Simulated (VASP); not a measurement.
A run of VASP 6.6.1:

File POSCAR:

```
HfMoC2
1.0
    3.1914230000      0.0000000000      0.0000000000
    0.0000000000      3.1914230000      0.0000000000
    0.0000000000      0.0000000000      4.4851640000
Hf Mo C
1 1 2
Direct
    0.0000000000      0.0000000000      0.0000000000
    0.5000000000      0.5000000000      0.5000000000
    0.5000000000      0.5000000000      0.0000000000
    0.0000000000      0.0000000000      0.5000000000
```

Contents of INCAR.step1:

```
  ALGO = Normal
  EDIFF = 1E-4
  ENCUT = 600
  GGA = PE
  ISMEAR = -1
  LASPH = T
  LCHARG = F
  LREAL = F
  LWAVE = T
  NELM = 80
  PREC = Accurate
  SIGMA = 0.05
```

INCAR.step2

```
  ALGO = Normal
  EDIFF = 1E-6
  EDIFFG = -0.01
  ENCUT = 600
  IBRION = 2
  ISIF = 3
  ISMEAR = -1
  ISTART = 1
  LASPH = T
  LCHARG = F
  LMIXTAU = T
  LREAL = F
  LWAVE = F
  METAGGA = R2SCAN
  NELM = 80
  NSW = 60
  PREC = Accurate
  SIGMA = 0.05
```

The input KPOINTS:

```
k-points
0
Gamma
  8 8 6
```

Potentials or basis: VASP PAW PBE potentials, release 64 (Hf_pv, Mo_sv, C).

Launch:

```sh
$ cat potpaw_PBE.64/Hf_pv/POTCAR potpaw_PBE.64/Mo_sv/POTCAR potpaw_PBE.64/C/POTCAR > POTCAR
$ cp INCAR.step1 INCAR
$ mpirun -np 1 vasp_std > vasp.out
$ cp INCAR.step2 INCAR
$ mpirun -np 1 vasp_std > vasp.out
```

Hardware: 1 thread of AMD EPYC 9R45 96-Core Processor (Zen 5), with other jobs on the host.

Task: Estimate the wall time of this run.

Result: Run time: 9.1 min on 1 thread of AMD EPYC 9R45 96-Core Processor (Zen 5), with other jobs on the host, peak memory 0.22 GiB. Counts: k points 60, ion steps 5.
